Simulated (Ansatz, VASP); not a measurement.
## SnO: VASP beside Ansatz

```xyz
4
Lattice="3.8020 0.0380 0.0380 0.0380 3.8020 0.0380 0.0484 0.0484 4.8360" Properties=species:S:1:pos:R:3 pbc="T T T"
Sn    0.0305    1.9125    1.1724
Sn    1.9378    0.0558    3.7016
O     0.0000    0.0000    0.0000
O     1.9200    1.9200    0.0380
```

Change from the starting cell: equal xy, yz and zx shear strains of +2 %.

Alike in both runs: task single point; functional PBEsol; k mesh 8 × 8 × 6; occupations fermi-dirac, width 0.01 eV; no spin polarisation.

|  | VASP | Ansatz |
| --- | --- | --- |
| version | VASP 6.6.1 | Ansatz 0.2.0 |
| potentials or method | VASP PAW PBE potentials, release 64 (Sn_d, O), cutoff 520 eV | all-electron LAPW, scalar-relativistic |

```tsv
	VASP	Ansatz	Ansatz less VASP
pressure (GPa)	0.3	0.0	-0.27
traceless stress, the component that is largest in VASP (GPa)	-1.63	-1.63	-0.006
rms of the force components (eV/Å)	0.104	0.082	-0.0216
```

VASP's potentials were made for PBE, not for PBEsol. Atom by atom the forces differ by 0.036 eV/Å (rms over components). Ansatz ran all-electron here, and VASP with PAW potentials.
